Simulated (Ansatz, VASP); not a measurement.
## HfN: VASP beside Ansatz

File INCAR:

```
PREC = Accurate
ENCUT = 520
EDIFF = 1E-8
ISMEAR = -1
SIGMA = 0.03
LREAL = False
LASPH = True
NELM = 80
ALGO = Normal
ISIF = 2
LWAVE = False
LCHARG = False
GGA = PE
LEFG = True
NBANDS = 14
```

KPOINTS

```
Automatic mesh
0
Gamma
  10 10 10
```

Contents of POSCAR:

```
HfN
1.0
    0.0000000000      2.2138200000      2.2590000000
    2.2138200000      0.0000000000      2.2590000000
    2.2138200000      2.2138200000      0.0000000000
Hf N
1 1
Direct
    0.0000000000      0.0000000000      0.0000000000
    0.5000000000      0.5000000000      0.5000000000
```

Input for Ansatz:

```yaml
crystal:
  lattice:
    - [0.0, 2.21382, 2.259]
    - [2.21382, 0.0, 2.259]
    - [2.21382, 2.21382, 0.0]
  atoms:
    - { symbol: Hf, position: [0.0, 0.0, 0.0] }
    - { symbol: "N", position: [0.5, 0.5, 0.5] }
kpoints:
  mp_grid: { grid: [10, 10, 10] }
scf:
  occupations: { method: fermi_dirac, width: 0.03 }
hamiltonian:
  xc: pbe
  pseudopotentials: { kind: all_electron, datasets: crystal }
output:
  forces: true
  stress: true
  eigenvalues: true
  efg: { contact_densities: true }
```

Change from the starting cell: equal xx and yy strain of -2 %, crystal datasets.

Alike in both runs: task electric field gradients; functional PBE; k mesh 10 × 10 × 10; occupations fermi-dirac, width 0.03 eV; no spin polarisation.

```csv
,VASP,Ansatz
version,VASP 6.6.1,Ansatz 0.2.0
potentials or method,"VASP PAW PBE potentials, release 64 (Hf_pv, N), cutoff 520 eV","all-electron PAW with datasets made for the crystal, scalar-relativistic"
```

|  | VASP | Ansatz | Ansatz less VASP |
| --- | --- | --- | --- |
| pressure (GPa) | 15.8 | 18.4 | +2.54 |
| traceless stress, the component that is largest in VASP (GPa) | -7.09 | -7.13 | -0.046 |
| size of Vzz on the site where it differs most (V/Å²) | 79.7 | 91.5 | +11.78 |

Ansatz ran all-electron here, and VASP with PAW potentials.

Neither program's run includes spin-orbit coupling.
